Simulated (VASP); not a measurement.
## GaSb3: single point with PBEsol+D3(BJ)

GaSb3:

```
CELL_PARAMETERS angstrom
0.00000 3.58550 3.58550
3.58550 0.00000 3.58550
3.58550 3.58550 0.00000
ATOMIC_POSITIONS crystal
Ga 0.00000 0.00000 0.00000
Sb 0.26046 0.23954 0.26046
Sb 0.76046 0.73954 0.76046
Sb 0.51046 0.48954 0.51046
```

This cell differs from its parent crystal: all Sb atoms moved +0.075 Å, as atom 2 along Cartesian [0 1 0].

* Program: VASP 6.6.1
* Task: single point
* Functional: PBEsol
* Dispersion: D3(BJ)
* Potentials or basis: VASP PAW PBE potentials, release 64 (Ga_d, Sb)
* Cutoff: 520 eV
* k mesh: 12 × 12 × 12
* Occupations: gaussian, width 0.15 eV
* Spin: no spin polarisation
* Dipole correction: no
* Further INCAR settings: ALGO = Normal; EDIFF = 1e-06; NBANDS = 22

The pressure is 0.6 GPa, the largest force is 0.159 eV/Å and the band gap on the k mesh is zero (band 14 reaches 10.45 eV, above the bottom of band 15 at 6.18 eV). The dispersion energy per atom is -0.493 eV.

Forces on the atoms (eV/Å):
```
Ga   0.000  0.159  0.000
Sb   0.000 -0.035  0.000
Sb   0.000 -0.035  0.000
Sb   0.000 -0.089  0.000
```

Levels at points of the mesh, in eV from the Fermi level:
```tsv
k point	band 10	band 11	band 12	band 13	band 14	band 15	band 16	band 17	band 18	band 19
(0.00, 0.00, 0.00)	-2.93	-2.91	-2.74	-2.71	-2.71	-2.58	-0.87	-0.87	-0.87	3.32
(0.50, 0.00, 0.00)	-4.00	-3.99	-3.01	-3.00	-0.08	0.27	2.26	2.26	3.07	3.09
(0.50, 0.50, 0.00)	-5.83	-5.81	1.11	1.26	1.26	1.50	2.10	2.11	2.45	4.11
(0.50, 0.00, 0.50)	-5.84	-5.84	1.10	1.25	1.25	1.50	2.11	2.11	2.45	4.11
```

It took 7.2 min on 1 thread of Intel(R) Xeon(R) Platinum 8259CL CPU @ 2.50GHz (Skylake/Cascade Lake) (shared host), peak memory 0.48 GiB.

Caveat: the cell differs from its parent crystal (all Sb atoms moved +0.075 Å, as atom 2 along Cartesian [0 1 0]); the PAW data sets were made with another functional, which shifts forces and pressure a little; spin-orbit coupling is left out, which moves the levels of the heavy elements; pairwise dispersion overbinds metals, which lowers pressure and volume.
